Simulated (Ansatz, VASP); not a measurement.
One calculation of B, two programs

```
B
1.0
    -1.43535    2.34966    2.41267
     1.43535   -2.34966    2.41267
     1.43535    2.34966   -2.41267
B
4
Direct
  0.91153 0.34046 0.57107
  0.73060 0.65954 0.07107
  0.08847 0.65954 0.42893
  0.26940 0.34046 0.92893
```

Alike in both runs: task single point; functional PBE; k mesh 8 × 8 × 8; occupations gaussian, width 0.1 eV; no spin polarisation.

|  | VASP | Ansatz |
| --- | --- | --- |
| version | VASP 6.6.1 | Ansatz 0.2.0 |
| potentials or method | VASP PAW PBE potentials, release 64 (B), cutoff 520 eV | scalar-relativistic, plane waves, PAW |
| valence electrons in the cell | 12 | 12 |

Ansatz gave:

```
gap on the k mesh at the Fermi level (eV)                     : none
pressure (GPa)                                                : 19.9
traceless stress, the component that is largest in VASP (GPa) : 9.75
rms of the force components (eV/Å)                            : 0.932
```

Q: What did VASP give for the same quantities?

A: gap on the k mesh at the Fermi level (eV): none; pressure (GPa): 20.0; traceless stress, the component that is largest in VASP (GPa): 9.78; rms of the force components (eV/Å): 0.935.

Atom by atom the forces differ by 0.003 eV/Å (rms over components). A gap of «none» marks a metal or a gap that the smearing closes.
